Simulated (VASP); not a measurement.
# Ag in VASP: single point with PBEsol

Aim: the single point of Ag with PBEsol.

Program: VASP 6.6.1. These are calculated values, not measurements. Logs are shortened: lines on timing, memory, paths and dates and some standing lists are left out, and cuts for length are marked.

## (1) The cell of the first run

The cell holds a slab with vacuum, 6 atoms: a = 2.889 Å, b = 2.889 Å, c = 27.216 Å, α = 90.00°, β = 90.00°, γ = 90.00°.

## (2) Single point, PBEsol

INCAR reads:

```
SYSTEM = Ag
ALGO = Normal
DIPOL = 0.5 0.5 0.499
EDIFF = 1E-6
ENCUT = 520
GGA = PS
IDIPOL = 3
ISIF = 2
ISMEAR = 0
LASPH = .True.
LCHARG = .True.
LDIPOL = .True.
LELF = .True.
LREAL = .False.
LVACPOTAV = .True.
LVHAR = .True.
LWAVE = .False.
NBANDS = 42
NELM = 80
PREC = Accurate
SIGMA = 0.1
```

KPOINTS reads:

```
k-points
0
Gamma
  9 9 1
  0 0 0
```

POSCAR reads:

```
Ag
1.0
    2.8893797300      0.0000000000      0.0000000000
    0.0000000000      2.8893797300      0.0000000000
    0.0000000000      0.0000000000     27.2155002141
Ag
6
Direct
    0.5000000000      0.5000000000      0.3123220199
    0.0000000000      0.0000000000      0.3873932161
    0.5000000000      0.5000000000      0.4624644019
    0.0000000000      0.0000000000      0.5365871681
    0.5000000000      0.5000000000      0.6105870216
    0.0000000000      0.0000000000      0.6825436834
```

Potentials or basis: VASP PAW PBE potentials, release 64 (Ag).

The run is started by

```sh
$ cat potpaw_PBE.64/Ag/POTCAR > POTCAR
$ mpirun -np 1 vasp_std > vasp.out
```

OUTCAR:

```text
SYSTEM = Ag
   EDIFF = 1E-6
   ENCUT = 520
   GGA = PS
   ISIF = 2
   ISMEAR = 0
   LASPH = .True.
   LREAL = .False.
   NELM = 80
   PREC = Accurate

 ion  position               nearest neighbor table
   1  0.500  0.500  0.312-   2 2.89   2 2.89   2 2.89   2 2.89
   2  0.000  0.000  0.387-   3 2.89   3 2.89   3 2.89   3 2.89   1 2.89   1 2.89   1 2.89   1 2.89

   3  0.500  0.500  0.462-   4 2.87   4 2.87   4 2.87   4 2.87   2 2.89   2 2.89   2 2.89   2 2.89

   4  0.000  0.000  0.537-   5 2.87   5 2.87   5 2.87   5 2.87   3 2.87   3 2.87   3 2.87   3 2.87

   5  0.500  0.500  0.611-   6 2.83   6 2.83   6 2.83   6 2.83   4 2.87   4 2.87   4 2.87   4 2.87

   6  0.000  0.000  0.683-   5 2.83   5 2.83   5 2.83   5 2.83

  LATTYP: Found a simple tetragonal cell.
 ALAT       =     2.8893797300
 C/A-ratio  =     9.4191496990

  Lattice vectors:

 A1 = (   2.8893797300,   0.0000000000,   0.0000000000)
 A2 = (   0.0000000000,   2.8893797300,   0.0000000000)
 A3 = (   0.0000000000,   0.0000000000,  27.2155002141)

Analysis of symmetry for initial positions (statically):
=====================================================================
 Subroutine PRICEL returns:
 Original cell was already a primitive cell.

 Routine SETGRP: Setting up the symmetry group for a
 simple tetragonal supercell.

 Subroutine GETGRP returns: Found  8 space group operations
 (whereof  8 operations were pure point group operations)
 out of a pool of 16 trial point group operations.

The static configuration has the point symmetry C_4v.

Analysis of symmetry for dynamics (positions and initial velocities):
=====================================================================
 Subroutine PRICEL returns:
 Original cell was already a primitive cell.

 Routine SETGRP: Setting up the symmetry group for a
 simple tetragonal supercell.

 Subroutine GETGRP returns: Found  8 space group operations
 (whereof  8 operations were pure point group operations)
 out of a pool of 16 trial point group operations.

The dynamic configuration has the point symmetry C_4v.

 Subroutine INISYM returns: Found  8 space group operations
 (whereof  8 operations are pure point group operations),
 and found     1 'primitive' translations

----------------------------------------------------------------------------------------

                                     Primitive cell

  volume of cell :     227.2090

  direct lattice vectors                    reciprocal lattice vectors
     2.889379730  0.000000000  0.000000000     0.346095042  0.000000000  0.000000000
     0.000000000  2.889379730  0.000000000     0.000000000  0.346095042  0.000000000
     0.000000000  0.000000000 27.215500214     0.000000000  0.000000000  0.036743767

  length of vectors
     2.889379730  2.889379730 27.215500214     0.346095042  0.346095042  0.036743767

  position of ions in fractional coordinates (direct lattice)
     0.500000000  0.500000000  0.312322020
     0.000000000  0.000000000  0.387393216
     0.500000000  0.500000000  0.462464402
     0.000000000  0.000000000  0.536587168
     0.500000000  0.500000000  0.610587022
     0.000000000  0.000000000  0.682543683

  ion indices of the primitive-cell ions
   primitive index   ion index
                 1           1
                 2           2
                 3           3
                 4           4
                 5           5
                 6           6

----------------------------------------------------------------------------------------

 KPOINTS: k-points

Automatic generation of k-mesh.
 Grid dimensions read from file:
 generate k-points for:    9    9    1

 Generating k-lattice:

  Cartesian coordinates                     Fractional coordinates (reciprocal lattice)
     0.038455005  0.000000000  0.000000000     0.111111111  0.000000000  0.000000000
     0.000000000  0.038455005  0.000000000     0.000000000  0.111111111  0.000000000
     0.000000000  0.000000000  0.036743767     0.000000000  0.000000000  1.000000000

  Length of vectors
     0.038455005  0.038455005  0.036743767

  Shift w.r.t. Gamma in fractional coordinates (k-lattice)
     0.000000000  0.000000000  0.000000000

 Subroutine IBZKPT returns following result:
 ===========================================

 Found     15 irreducible k-points:

 Following reciprocal coordinates:
            Coordinates               Weight
  0.000000  0.000000  0.000000      1.000000
  0.111111  0.000000  0.000000      4.000000
  0.222222  0.000000  0.000000      4.000000
  0.333333  0.000000  0.000000      4.000000
  0.444444  0.000000  0.000000      4.000000
  0.111111  0.111111  0.000000      4.000000
  0.222222  0.111111  0.000000      8.000000
  0.333333  0.111111  0.000000      8.000000
  0.444444  0.111111  0.000000      8.000000
  0.222222  0.222222  0.000000      4.000000
  0.333333  0.222222  0.000000      8.000000
  0.444444  0.222222  0.000000      8.000000
  0.333333  0.333333  0.000000      4.000000
  0.444444  0.333333  0.000000      8.000000
  0.444444  0.444444  0.000000      4.000000
   k-points           NKPTS =     15   k-points in BZ     NKDIM =     15   number of bands    NBANDS=     42
   number of dos      NEDOS =    301   number of ions     NIONS =      6
   total plane-waves  NPLWV = 120960
   dimension x,y,z NGX =    24 NGY =   24 NGZ =  210
   dimension x,y,z NGXF=    48 NGYF=   48 NGZF=  420
   ions per type =               6
   NGX,Y,Z   is equivalent  to a cutoff of  13.81, 13.81, 12.83 a.u.
   NGXF,Y,Z  is equivalent  to a cutoff of  27.62, 27.62, 25.66 a.u.
 SYSTEM =  Ag
   PREC   = accura    normal or accurate (medium, high low for compatibility)
   ISTART =      0    job   : 0-new  1-cont  2-samecut
   ICHARG =      2    charge: 1-file 2-atom 10-const
   ISPIN  =      1    spin polarized calculation?
   LNONCOLLINEAR =      F non collinear calculations
   LSORBIT =      F    spin-orbit coupling
   LASPH  =      T    aspherical Exc in radial PAW
   ENCUT  =  520.0 eV  38.22 Ry    6.18 a.u.   5.37  5.37 50.60*2*pi/ulx,y,z
   NELM   =     80;   NELMIN=  2; NELMDL= -5     # of ELM steps
   EDIFF  = 0.1E-05   stopping-criterion for ELM
   LREAL  =      F    real-space projection
   EDIFFG = 0.1E-04   stopping-criterion for IOM
   NSW    =      0    number of steps for IOM
   IBRION =     -1    ionic relax: 0-MD 1-quasi-New 2-CG
   NFREE  =      0    steps in history (QN), initial steepest desc. (CG)
   ISIF   =      2    stress and relaxation
   ISYM   =      2    0-nonsym 1-usesym 2-fastsym
   POTIM  = 0.5000    time-step for ionic-motion
   TEBEG  =    0.0;   TEEND  =   0.0 temperature during run
   PSTRESS=    0.0 pullay stress
   NELECT =      66.0000    total number of electrons
   NUPDOWN=      -1.0000    fix difference up-down
   EMIN   =  10.00;   EMAX   =-10.00  energy-range for DOS
   EFERMI =   0.00;   METHOD = LEGACY
   ISMEAR =     0;   SIGMA  =   0.10  broadening in eV -4-tet -1-fermi 0-gaus
   EFERMI_NEDOS =   21; number of points for ismear=-14 and -15
   IALGO  =     38    algorithm
   IMIX   =      4    mixing-type and parameters
     AMIX     =   0.40;   BMIX     =  1.00
     AMIX_MAG =   1.60;   BMIX_MAG =  1.00
  volume/ion in A,a.u.               =      37.87       255.55
  Fermi-wavevector in a.u.,A,eV,Ry     =   1.084212  2.048864 15.993867  1.175516
  Thomas-Fermi vector in A             =   2.220297
   LORBIT       =      0    0 simple, 1 ext, 2 COOP (PROOUT), +10 PAW based schemes
   GGA     = PS    functional components
   LHFCALC =     F    Hartree Fock is set to
   AEXX    =    0.0000 exact exchange contribution
   IVDW    =     0    specifies the selected vdW correction
   LEPSILON=     F    determine dielectric tensor
   LRPA    =     F    only Hartree local field effects (RPA)
 non-spin polarized calculation
 Gauss-broadening in eV      SIGMA  =   0.10
  energy-cutoff  :      520.00
  volume of cell :      227.21
 maximum number of plane-waves:      6171
 NGX is ok and might be reduce to    24
   NGX = 11   NGY = 11   NGZ =101

 dipolmoment           0.000000      0.000000      0.010185 electrons x Angstroem

 number of electron      65.9999980 magnetization

 dipolmoment           0.000000      0.000000     -0.001120 electrons x Angstroem

 Free energy of the ion-electron system (eV)
  ---------------------------------------------------
  ext. energy  EPLUGINS =         0.00000000
  ---------------------------------------------------
  free energy    TOTEN  =       -18.72914286 eV

  energy without entropy =      -18.72036594  energy(sigma->0) =      -18.72475440

 E-fermi :   1.2386     XC(G=0):  -6.1858

 val. band max:        1.1600968078   @ k =   0.4444   0.2222   0.0000
 cond. band min:       1.2588594168   @ k =   0.4444   0.3333   0.0000
 fundamental gap:      0.0987626089
 Fermi energy:         1.2385502339

 k-point     1 :       0.0000    0.0000    0.0000
  band No.  band energies     occupation
      1      -6.3572      2.00000
      2      -5.6152      2.00000
      3      -5.0966      2.00000
      4      -4.9722      2.00000
      5      -4.8867      2.00000
      6      -4.6805      2.00000
[... 34 lines left out ...]
     41       7.5940      0.00000
     42       9.0537      0.00000

 k-point     2 :       0.1111    0.0000    0.0000
  band No.  band energies     occupation
      1      -6.1122      2.00000
      2      -5.4083      2.00000
      3      -4.9818      2.00000
      4      -4.8312      2.00000
      5      -4.7649      2.00000
      6      -4.5495      2.00000
[... 34 lines left out ...]
     41       7.7868      0.00000
     42       9.2662      0.00000

 k-point     3 :       0.2222    0.0000    0.0000
  band No.  band energies     occupation
      1      -5.4786      2.00000
      2      -5.0294      2.00000
      3      -4.7872      2.00000
      4      -4.6842      2.00000
      5      -4.3985      2.00000
      6      -4.3715      2.00000
[... 492 lines left out ...]
      4      -4.7171      2.00000
      5      -4.4121      2.00000
      6      -4.3933      2.00000
[... 34 lines left out ...]
     41       8.7715      0.00000
     42       9.4478      0.00000

 k-point    15 :       0.4444    0.4444    0.0000
  band No.  band energies     occupation
      1      -5.0187      2.00000
      2      -4.9953      2.00000
      3      -4.8844      2.00000
      4      -4.8794      2.00000
      5      -4.6418      2.00000
      6      -4.5810      2.00000
[... 34 lines left out ...]
     41       8.5877      0.00000
     42       8.8065      0.00000

------------------------ aborting loop because EDIFF is reached ----------------------------------------

  FORCE on cell =-STRESS in cart. coord.  units (eV):
  Direction    XX          YY          ZZ          XY          YZ          ZX
  --------------------------------------------------------------------------------------
  -------------------------------------------------------------------------------------
  Total       -2.5982660     -2.5982660     -0.9645470      0.0000000      0.0000000      0.0000000
  in kB      -18.3218210    -18.3218210     -6.8015582      0.0000000      0.0000000      0.0000000
  external PRESSURE =     -14.4817334 kB  Pullay stress =       0.0000000 kB

 VOLUME and BASIS-vectors are now :
 -----------------------------------------------------------------------------
  energy-cutoff  :      520.00
  volume of cell :      227.21
      direct lattice vectors                 reciprocal lattice vectors
     2.889379730  0.000000000  0.000000000     0.346095042  0.000000000  0.000000000
     0.000000000  2.889379730  0.000000000     0.000000000  0.346095042  0.000000000
     0.000000000  0.000000000 27.215500214     0.000000000  0.000000000  0.036743767

 POSITION                                       TOTAL-FORCE (eV/Angst)
 -----------------------------------------------------------------------------------
      1.44469      1.44469      8.50000         0.000000      0.000000      0.291381
      0.00000      0.00000     10.54310         0.000000     -0.000000     -0.164278
      1.44469      1.44469     12.58620         0.000000     -0.000000     -0.120817
      0.00000      0.00000     14.60349         0.000000     -0.000000      0.003473
      1.44469      1.44469     16.61743         0.000000      0.000000      0.001351
      0.00000      0.00000     18.57577         0.000000     -0.000000     -0.011110
 -----------------------------------------------------------------------------------
    total drift:                                0.000000     -0.000000     -0.000322

  FREE ENERGIE OF THE ION-ELECTRON SYSTEM (eV)
  ---------------------------------------------------
  free  energy   TOTEN  =       -18.7291428607 eV

  energy  without entropy=      -18.7203659378  energy(sigma->0) =      -18.72475440

 vacuum level on the upper side and lower side of the slab         5.686         5.710
```

Wall time 3.6 min (1 thread of Intel Xeon Platinum 8375C at 2.90GHz (Ice Lake), shared host); peak memory 0.37 GiB.

Results:

| Item | Value |
| --- | --- |
| Free energy | -18.7291 eV |
| Largest force | 0.291 eV/Å |
| Band gap on the k mesh | zero (band 33 reaches 3.62 eV, above the bottom of band 34 at -1.46 eV) |

Forces on the atoms (eV/Å):
```
Ag   0.000  0.000  0.291
Ag   0.000  0.000 -0.164
Ag   0.000  0.000 -0.121
Ag   0.000  0.000  0.003
Ag   0.000  0.000  0.001
Ag   0.000  0.000 -0.011
```

Levels at points of the mesh, in eV from the Fermi level:
| k point | band 31 | band 32 | band 33 | band 34 | band 35 | band 36 | band 37 | band 38 |
| --- | --- | --- | --- | --- | --- | --- | --- | --- |
| (0.00, 0.00, 0.00) | -2.84 | -2.80 | -2.70 | -2.70 | -1.21 | 0.60 | 1.59 | 4.35 |

Caveat: the PAW data sets were made with another functional, which shifts forces and pressure a little.
